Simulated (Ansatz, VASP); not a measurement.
**Two plane-wave programs on SiC**

POSCAR

```
SiC
1.0
    3.0783105055      0.0000000000      0.0000000000
   -1.5391552527      2.6658950985      0.0000000000
    0.0000000000      0.0000000000     15.1082189049
Si C
6 6
Direct
    0.3333333333      0.6666666667      0.8329803525
    0.6666666667      0.3333333333      0.3329803525
    0.6666666667      0.3333333333      0.6664987296
    0.3333333333      0.6666666667      0.1664987296
    0.0000000000      0.0000000000      0.4997152403
    0.0000000000      0.0000000000      0.9997152403
    0.0000000000      0.0000000000      0.8743698196
    0.0000000000      0.0000000000      0.3743698196
    0.3333333333      0.6666666667      0.7080026913
    0.6666666667      0.3333333333      0.2080026913
    0.6666666667      0.3333333333      0.5415341665
    0.3333333333      0.6666666667      0.0415341665
```

INCAR.step1

```
PREC = Accurate
ENCUT = 520
ISMEAR = 0
SIGMA = 0.01
LREAL = False
LASPH = True
NELM = 100
NBANDS = 36
GGA = PE
ALGO = Normal
EDIFF = 1E-4
LWAVE = True
LCHARG = False
```

The input INCAR.step2:

```
PREC = Accurate
ENCUT = 520
EDIFF = 1E-7
ISMEAR = 0
SIGMA = 0.01
LREAL = False
LASPH = True
NELM = 100
ALGO = Normal
ISIF = 2
LWAVE = False
LCHARG = False
METAGGA = R2SCAN
LMIXTAU = True
NBANDS = 36
ISTART = 1
```

File KPOINTS:

```
Automatic mesh
0
Gamma
  12 12 2
```

Input for Ansatz:

```yaml
crystal:
  lattice:
    - [3.0783105055, 0.0, 0.0]
    - [-1.5391552527, 2.6658950985, 0.0]
    - [0.0, 0.0, 15.1082189049]
  atoms:
    - { symbol: Si, position: [0.3333333333, 0.6666666667, 0.8329803525] }
    - { symbol: Si, position: [0.6666666667, 0.3333333333, 0.3329803525] }
    - { symbol: Si, position: [0.6666666667, 0.3333333333, 0.6664987296] }
    - { symbol: Si, position: [0.3333333333, 0.6666666667, 0.1664987296] }
    - { symbol: Si, position: [0.0, 0.0, 0.4997152403] }
    - { symbol: Si, position: [0.0, 0.0, 0.9997152403] }
    - { symbol: C, position: [0.0, 0.0, 0.8743698196] }
    - { symbol: C, position: [0.0, 0.0, 0.3743698196] }
    - { symbol: C, position: [0.3333333333, 0.6666666667, 0.7080026913] }
    - { symbol: C, position: [0.6666666667, 0.3333333333, 0.2080026913] }
    - { symbol: C, position: [0.6666666667, 0.3333333333, 0.5415341665] }
    - { symbol: C, position: [0.3333333333, 0.6666666667, 0.0415341665] }
kpoints:
  mp_grid: { grid: [12, 12, 2] }
  band_path:
    path:
      - [0.0, 0.0, 0.0]
      - [0.5, 0.0, 0.0]
      - [0.3333333333, 0.3333333333, 0.0]
      - [0.0, 0.0, 0.5]
      - [0.5, 0.0, 0.5]
      - [0.3333333333, 0.3333333333, 0.5]
      - [0.0, -0.5, 0.213542]
    npoints: 1
hamiltonian:
  xc: r2scan
scf:
  occupations: { method: fixed }
  n_extra_bands: 7
output:
  forces: true
  stress: true
  eigenvalues: true
```

Alike in both runs: task single point; functional r2SCAN; k mesh 12 × 12 × 2; no spin polarisation.

|  | VASP | Ansatz |
| --- | --- | --- |
| version | VASP 6.6.1 | Ansatz 0.2.0 |
| potentials or method | VASP PAW PBE potentials, release 64 (Si, C) | plane waves, PAW |
| plane-wave cutoff (eV) | 520 | 500 |
| occupations | gaussian, width 0.01 eV | fixed |
| valence electrons in the cell | 48 | 48 |

```tsv
	VASP	Ansatz	Ansatz less VASP
gap on the k mesh at the Fermi level (eV)	2.40	2.39	-0.011
pressure (GPa)	-0.2	0.0	+0.19
```

VASP's potentials were made for PBE, not for r2SCAN.
